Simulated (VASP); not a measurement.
# GaN (Fm-3m) in VASP: further runs

GaN is run at these levels: PBEsol; tasks: electric field gradients.

Everything below comes from runs of VASP 6.6.1. Logs are shortened: lines on timing, memory, paths and dates and some standing lists are left out, and cuts for length are marked.

## (1) The cell of the first run

Symmetry: Fm-3m, No. 225, cubic system. Conventional cell: a = 3.958 Å, b = 3.958 Å, c = 3.958 Å, α = 90.00°, β = 90.00°, γ = 90.00°. Ga (site symmetry m-3m) has 6 N at 1.98 Å within 2.6 Å. N (site symmetry m-3m) has 6 Ga at 1.98 Å within 2.6 Å.

## (2) Electric field gradients, PBEsol (volume scaled by 0.98)

File INCAR:

```
SYSTEM = GaN
PREC     = Accurate       ! precision mode
ENCUT    = 520            ! plane-wave cutoff, eV
EDIFF    = 1E-8           ! SCF threshold, eV
ISMEAR   = -1             ! smearing method
SIGMA    = 0.02           ! smearing width, eV
LREAL    = .FALSE.        ! projectors in reciprocal space
LASPH    = .TRUE.         ! aspherical terms in the spheres
NELM     = 100            ! most SCF steps
ALGO     = Normal         ! electronic algorithm
ISIF     = 2              ! what is computed and relaxed
LWAVE    = .FALSE.        ! write WAVECAR
LCHARG   = .FALSE.        ! write CHGCAR
GGA      = PS             ! functional
LEFG     = .TRUE.       
NBANDS   = 16             ! bands
```

File KPOINTS:

```
regular mesh
0
G
  13 13 13
  0 0 0
```

File POSCAR:

```
GaN
1.0
    0.0000000000      1.9791271138      1.9791271138
    1.9791271138      0.0000000000      1.9791271138
    1.9791271138      1.9791271138      0.0000000000
Ga N
1 1
Direct
    0.5000000000      0.5000000000      0.5000000000
    0.0000000000      0.0000000000      0.0000000000
```

Potentials or basis: VASP PAW PBE potentials, release 64 (Ga_d, N).

Command:

```
$ cat potpaw_PBE.64/Ga_d/POTCAR potpaw_PBE.64/N/POTCAR > POTCAR
$ mpirun -np 1 vasp_std > vasp.out
```

OUTCAR:

```text
SYSTEM = GaN
   PREC = Accurate
   ENCUT = 520
   EDIFF = 1E-8
   ISMEAR = -1
   LREAL = .FALSE.
   LASPH = .TRUE.
   NELM = 100
   ISIF = 2
   GGA = PS

 ion  position               nearest neighbor table
   1  0.500  0.500  0.500-   2 1.98   2 1.98   2 1.98   2 1.98   2 1.98   2 1.98
   2  0.000  0.000  0.000-   1 1.98   1 1.98   1 1.98   1 1.98   1 1.98   1 1.98

  LATTYP: Found a face centered cubic cell.
 ALAT       =     3.9582542276

  Lattice vectors:

 A1 = (   0.0000000000,   1.9791271138,   1.9791271138)
 A2 = (   1.9791271138,   0.0000000000,   1.9791271138)
 A3 = (   1.9791271138,   1.9791271138,   0.0000000000)

Analysis of symmetry for initial positions (statically):
=====================================================================
 Subroutine PRICEL returns:
 Original cell was already a primitive cell.

 Routine SETGRP: Setting up the symmetry group for a
 face centered cubic supercell.

 Subroutine GETGRP returns: Found 48 space group operations
 (whereof 48 operations were pure point group operations)
 out of a pool of 48 trial point group operations.

The static configuration has the point symmetry O_h .

Analysis of symmetry for dynamics (positions and initial velocities):
=====================================================================
 Subroutine PRICEL returns:
 Original cell was already a primitive cell.

 Routine SETGRP: Setting up the symmetry group for a
 face centered cubic supercell.

 Subroutine GETGRP returns: Found 48 space group operations
 (whereof 48 operations were pure point group operations)
 out of a pool of 48 trial point group operations.

The dynamic configuration has the point symmetry O_h .

 Subroutine INISYM returns: Found 48 space group operations
 (whereof 48 operations are pure point group operations),
 and found     1 'primitive' translations

----------------------------------------------------------------------------------------

                                     Primitive cell

  volume of cell :      15.5043

  direct lattice vectors                    reciprocal lattice vectors
     0.000000000  1.979127114  1.979127114    -0.252636628  0.252636628  0.252636628
     1.979127114  0.000000000  1.979127114     0.252636628 -0.252636628  0.252636628
     1.979127114  1.979127114  0.000000000     0.252636628  0.252636628 -0.252636628

  length of vectors
     2.798908406  2.798908406  2.798908406     0.437579475  0.437579475  0.437579475

  position of ions in fractional coordinates (direct lattice)
     0.500000000  0.500000000  0.500000000
     0.000000000  0.000000000  0.000000000

  ion indices of the primitive-cell ions
   primitive index   ion index
                 1           1
                 2           2

----------------------------------------------------------------------------------------

 KPOINTS: regular mesh

Automatic generation of k-mesh.
 Grid dimensions read from file:
 generate k-points for:   13   13   13

 Generating k-lattice:

  Cartesian coordinates                     Fractional coordinates (reciprocal lattice)
    -0.019433587  0.019433587  0.019433587     0.076923077  0.000000000  0.000000000
     0.019433587 -0.019433587  0.019433587     0.000000000  0.076923077  0.000000000
     0.019433587  0.019433587 -0.019433587     0.000000000  0.000000000  0.076923077

  Length of vectors
     0.033659960  0.033659960  0.033659960

  Shift w.r.t. Gamma in fractional coordinates (k-lattice)
     0.000000000  0.000000000  0.000000000

 Subroutine IBZKPT returns following result:
 ===========================================

 Found     84 irreducible k-points:

 Following reciprocal coordinates:
            Coordinates               Weight
  0.000000  0.000000  0.000000      1.000000
  0.076923  0.000000  0.000000      8.000000
  0.153846  0.000000  0.000000      8.000000
  0.230769  0.000000  0.000000      8.000000
  0.307692  0.000000  0.000000      8.000000
  0.384615  0.000000  0.000000      8.000000
[... 16 lines left out ...]
  0.384615  0.153846  0.000000     24.000000
  0.461538  0.153846  0.000000     24.000000
 [... further k-points ...]
   k-points           NKPTS =     84   k-points in BZ     NKDIM =     84   number of bands    NBANDS=     16
   number of dos      NEDOS =    301   number of ions     NIONS =      2
   total plane-waves  NPLWV =  13824
   dimension x,y,z NGX =    24 NGY =   24 NGZ =   24
   dimension x,y,z NGXF=    48 NGYF=   48 NGZF=   48
   ions per type =               1   1
   NGX,Y,Z   is equivalent  to a cutoff of  14.26, 14.26, 14.26 a.u.
   NGXF,Y,Z  is equivalent  to a cutoff of  28.51, 28.51, 28.51 a.u.
 SYSTEM =  GaN
   PREC   = accura    normal or accurate (medium, high low for compatibility)
   ISTART =      0    job   : 0-new  1-cont  2-samecut
   ICHARG =      2    charge: 1-file 2-atom 10-const
   ISPIN  =      1    spin polarized calculation?
   LNONCOLLINEAR =      F non collinear calculations
   LSORBIT =      F    spin-orbit coupling
   LASPH  =      T    aspherical Exc in radial PAW
   ENCUT  =  520.0 eV  38.22 Ry    6.18 a.u.   5.20  5.20  5.20*2*pi/ulx,y,z
   NELM   =    100;   NELMIN=  2; NELMDL= -5     # of ELM steps
   EDIFF  = 0.1E-07   stopping-criterion for ELM
   LREAL  =      F    real-space projection
   EDIFFG = 0.1E-06   stopping-criterion for IOM
   NSW    =      0    number of steps for IOM
   IBRION =     -1    ionic relax: 0-MD 1-quasi-New 2-CG
   NFREE  =      0    steps in history (QN), initial steepest desc. (CG)
   ISIF   =      2    stress and relaxation
   ISYM   =      2    0-nonsym 1-usesym 2-fastsym
   POTIM  = 0.5000    time-step for ionic-motion
   TEBEG  =    0.0;   TEEND  =   0.0 temperature during run
   PSTRESS=    0.0 pullay stress
   NELECT =      18.0000    total number of electrons
   NUPDOWN=      -1.0000    fix difference up-down
   EMIN   =  10.00;   EMAX   =-10.00  energy-range for DOS
   EFERMI =   0.00;   METHOD = LEGACY
   ISMEAR =    -1;   SIGMA  =   0.02  broadening in eV -4-tet -1-fermi 0-gaus
   EFERMI_NEDOS =   21; number of points for ismear=-14 and -15
   IALGO  =     38    algorithm
   IMIX   =      4    mixing-type and parameters
     AMIX     =   0.40;   BMIX     =  1.00
     AMIX_MAG =   1.60;   BMIX_MAG =  1.00
  volume/ion in A,a.u.               =       7.75        52.31
  Fermi-wavevector in a.u.,A,eV,Ry     =   1.720608  3.251478 40.279945  2.960492
  Thomas-Fermi vector in A             =   2.797016
   LORBIT       =      0    0 simple, 1 ext, 2 COOP (PROOUT), +10 PAW based schemes
   GGA     = PS    functional components
   LHFCALC =     F    Hartree Fock is set to
   AEXX    =    0.0000 exact exchange contribution
   IVDW    =     0    specifies the selected vdW correction
   LEPSILON=     F    determine dielectric tensor
   LRPA    =     F    only Hartree local field effects (RPA)
 non-spin polarized calculation
  energy-cutoff  :      520.00
  volume of cell :       15.50
 maximum number of plane-waves:       431
 NGX is ok and might be reduce to    24
   NGX = 11   NGY = 11   NGZ = 11

 number of electron      17.9999996 magnetization

 Free energy of the ion-electron system (eV)
  ---------------------------------------------------
  ext. energy  EPLUGINS =         0.00000000
  ---------------------------------------------------
  free energy    TOTEN  =       -11.65436751 eV

  energy without entropy =      -11.65436751  energy(sigma->0) =      -11.65436751

 E-fermi :  10.9798     XC(G=0): -14.4534

 val. band max:       10.4931465986   @ k =  -0.2308   0.1538   0.0000
 cond. band min:      12.4568471991   @ k =   0.4615   0.4615   0.0000
 fundamental gap:      1.9637006005
 Fermi energy:        10.9797979405

 k-point     1 :       0.0000    0.0000    0.0000
  band No.  band energies     occupation
      1      -9.0335      2.00000
      2      -3.4827      2.00000
      3      -3.4827      2.00000
      4      -3.4827      2.00000
      5      -3.3202      2.00000
      6      -3.3202      2.00000
[... 8 lines left out ...]
     15      29.2527      0.00000
     16      29.2527      0.00000

 k-point     2 :       0.0769    0.0000    0.0000
  band No.  band energies     occupation
      1      -8.8926      2.00000
      2      -3.4948      2.00000
      3      -3.4720      2.00000
      4      -3.4720      2.00000
      5      -3.3378      2.00000
      6      -3.3378      2.00000
[... 8 lines left out ...]
     15      28.6926      0.00000
     16      28.6927      0.00000
[... 387 lines left out ...]
      5      -3.1079      2.00000
      6      -3.0534      2.00000
[... 8 lines left out ...]
     15      33.1420      0.00000
     16      35.5869      0.00000

 k-point    24 :       0.4615    0.1538    0.0000
  band No.  band energies     occupation
      1      -5.7666      2.00000
      2      -3.8592      2.00000
      3      -3.6375      2.00000
      4      -3.5286      2.00000
      5      -3.0760      2.00000
      6      -2.7988      2.00000
[... 8 lines left out ...]
     15      33.5351      0.00000
     16      36.9660      0.00000

 [... further k-points ...]
[... 5 lines left out ...]
  --------------------------------------------------------------------------------------
  -------------------------------------------------------------------------------------
  Total        6.7190085      6.7190085      6.7190085      0.0000000      0.0000000     -0.0000000
  in kB      694.3280559    694.3280559    694.3280559      0.0000000      0.0000000     -0.0000000
  external PRESSURE =     694.3280559 kB  Pullay stress =       0.0000000 kB

 VOLUME and BASIS-vectors are now :
 -----------------------------------------------------------------------------
  energy-cutoff  :      520.00
  volume of cell :       15.50
      direct lattice vectors                 reciprocal lattice vectors
     0.000000000  1.979127114  1.979127114    -0.252636628  0.252636628  0.252636628
     1.979127114  0.000000000  1.979127114     0.252636628 -0.252636628  0.252636628
     1.979127114  1.979127114  0.000000000     0.252636628  0.252636628 -0.252636628

 POSITION                                       TOTAL-FORCE (eV/Angst)
 -----------------------------------------------------------------------------------
      1.97913      1.97913      1.97913         0.000000      0.000000      0.000000
      0.00000      0.00000      0.00000        -0.000000      0.000000     -0.000000
 -----------------------------------------------------------------------------------
    total drift:                                0.000000     -0.000000      0.000000

  FREE ENERGIE OF THE ION-ELECTRON SYSTEM (eV)
  ---------------------------------------------------
  free  energy   TOTEN  =       -11.6543675067 eV

  energy  without entropy=      -11.6543675067  energy(sigma->0) =      -11.65436751

 Electric field gradients (V/A^2)
---------------------------------------------------------------------
 ion       V_xx      V_yy      V_zz      V_xy      V_xz      V_yz
---------------------------------------------------------------------
   1       0.000     0.000    -0.000    -0.002    -0.002    -0.002
   2      -0.000     0.000    -0.000     0.000     0.000     0.000
---------------------------------------------------------------------

 Electric field gradients after diagonalization (V/A^2)
 (convention: |V_zz| > |V_xx| > |V_yy|)
----------------------------------------------------------------------
 ion       V_xx      V_yy      V_zz     asymmetry (V_yy - V_xx)/ V_zz
----------------------------------------------------------------------
   1       0.002     0.002    -0.004       0.000
   2      -0.000    -0.000     0.000       0.000
----------------------------------------------------------------------

           NMR quadrupolar parameters

 Cq : quadrupolar parameter    Cq=e*Q*V_zz/h
 eta: asymmetry parameters     (V_yy - V_xx)/ V_zz
 Q  : nuclear electric quadrupole moment in mb (millibarn)
----------------------------------------------------------------------
 ion       Cq(MHz)       eta       Q (mb)
----------------------------------------------------------------------
   1      -0.000       0.000       1.000
   2       0.000       0.000       1.000
----------------------------------------------------------------------
```

Wall time 21 s (1 thread of Intel Xeon Platinum 8259CL at 2.50GHz (Skylake/Cascade Lake), shared host); peak memory 0.15 GiB.

Results:

```
Free energy            : -11.6544 eV
Pressure               : 69.4 GPa
Band gap on the k mesh : 1.96 eV, indirect (least direct gap 5.53 eV)
```

Levels at points of the mesh, in eV from the valence-band top:
```
           k point  band 5  band 6  band 7  band 8  band 9  band 10  band 11  band 12  band 13  band 14
(0.00, 0.00, 0.00)  -13.81  -13.81   -0.80   -0.80   -0.80     4.73    15.82    15.82    15.82    16.51
```

Caveat: without QUAD_EFG the Cq values of the log hold for a quadrupole moment of 1 mb, not for the nuclei; the PAW data sets were made with another functional, which shifts forces and pressure a little.

## (3) Electric field gradients, PBEsol (volume scaled by 0.98)

File INCAR:

```
PREC = Accurate
ENCUT = 520
EDIFF = 1E-8
ISMEAR = -1
SIGMA = 0.02
LREAL = False
LASPH = True
NELM = 60
ALGO = Normal
ISIF = 2
LWAVE = False
LCHARG = False
GGA = PS
LEFG = True
NBANDS = 16
```

File KPOINTS:

```
Automatic mesh
0
Gamma
  13 13 13
```

POSCAR is that of step 2.

Potentials or basis: VASP PAW PBE potentials, release 64 (Ga_d, N).

Command:

```
$ cat potpaw_PBE.64/Ga_d/POTCAR potpaw_PBE.64/N/POTCAR > POTCAR
$ mpirun -np 1 vasp_std > vasp.out
```

OUTCAR:

```text
PREC = Accurate
   ENCUT = 520
   EDIFF = 1E-8
   ISMEAR = -1
   LREAL = False
   LASPH = True
   NELM = 60
   ISIF = 2
   GGA = PS

 ion  position               nearest neighbor table
   1  0.500  0.500  0.500-   2 1.98   2 1.98   2 1.98   2 1.98   2 1.98   2 1.98
   2  0.000  0.000  0.000-   1 1.98   1 1.98   1 1.98   1 1.98   1 1.98   1 1.98

  LATTYP: Found a face centered cubic cell.
 ALAT       =     3.9582542276

  Lattice vectors:

 A1 = (   0.0000000000,   1.9791271138,   1.9791271138)
 A2 = (   1.9791271138,   0.0000000000,   1.9791271138)
 A3 = (   1.9791271138,   1.9791271138,   0.0000000000)

Analysis of symmetry for initial positions (statically):
[... 666 lines left out ...]
  free  energy   TOTEN  =       -11.6543675067 eV

  energy  without entropy=      -11.6543675067  energy(sigma->0) =      -11.65436751

 Electric field gradients (V/A^2)
---------------------------------------------------------------------
 ion       V_xx      V_yy      V_zz      V_xy      V_xz      V_yz
---------------------------------------------------------------------
   1       0.000     0.000    -0.000    -0.002    -0.002    -0.002
   2      -0.000     0.000    -0.000     0.000     0.000     0.000
---------------------------------------------------------------------

 Electric field gradients after diagonalization (V/A^2)
 (convention: |V_zz| > |V_xx| > |V_yy|)
----------------------------------------------------------------------
 ion       V_xx      V_yy      V_zz     asymmetry (V_yy - V_xx)/ V_zz
----------------------------------------------------------------------
   1       0.002     0.002    -0.004       0.000
   2      -0.000    -0.000     0.000       0.000
----------------------------------------------------------------------

           NMR quadrupolar parameters

 Cq : quadrupolar parameter    Cq=e*Q*V_zz/h
 eta: asymmetry parameters     (V_yy - V_xx)/ V_zz
 Q  : nuclear electric quadrupole moment in mb (millibarn)
----------------------------------------------------------------------
 ion       Cq(MHz)       eta       Q (mb)
----------------------------------------------------------------------
   1      -0.000       0.000       1.000
   2       0.000       0.000       1.000
----------------------------------------------------------------------
```

OSZICAR:

```text
N       E                     dE             d eps       ncg     rms          rms(c)
DAV:   1     0.705161324429E+02    0.70516E+02   -0.88132E+03  3048   0.225E+03
DAV:   2    -0.985430828389E+01   -0.80370E+02   -0.75681E+02  3208   0.325E+02
DAV:   3    -0.135632117391E+02   -0.37089E+01   -0.36996E+01  3016   0.600E+01
DAV:   4    -0.135913264403E+02   -0.28115E-01   -0.28112E-01  3352   0.536E+00
DAV:   5    -0.135915924961E+02   -0.26606E-03   -0.26605E-03  3136   0.495E-01    0.760E+00
DAV:   6    -0.117213178511E+02    0.18703E+01   -0.35381E+00  3984   0.480E+01    0.255E+00
DAV:   7    -0.116797800811E+02    0.41538E-01   -0.29826E-01  3080   0.517E+00    0.164E+00
DAV:   8    -0.116560249331E+02    0.23755E-01   -0.23017E-02  3696   0.269E+00    0.347E-01
DAV:   9    -0.116544258814E+02    0.15991E-02   -0.53033E-03  3576   0.244E+00    0.729E-02
DAV:  10    -0.116543683631E+02    0.57518E-04   -0.31421E-04  3088   0.221E-01    0.242E-02
DAV:  11    -0.116543673050E+02    0.10581E-05   -0.43179E-05  3504   0.965E-02    0.181E-02
DAV:  12    -0.116543675132E+02   -0.20822E-06   -0.16504E-06  3024   0.141E-02    0.560E-03
DAV:  13    -0.116543675067E+02    0.64624E-08   -0.54317E-08  3464   0.300E-03
   1 F= -.11654368E+02 E0= -.11654368E+02  d E =-.332862E-12
```

Wall time 21 s (1 thread of Intel Xeon Platinum 8259CL at 2.50GHz (Skylake/Cascade Lake), shared host); peak memory 0.15 GiB.

What came out:

```yaml
Free_energy: -11.6544 eV
Pressure: 69.4 GPa
Band_gap_on_the_k_mesh: 1.96 eV, indirect (least direct gap 5.53 eV)
```

Caveat: without QUAD_EFG the Cq values of the log hold for a quadrupole moment of 1 mb, not for the nuclei; the PAW data sets were made with another functional, which shifts forces and pressure a little. A k mesh can miss the band edges.

[end of part 1 of 2]
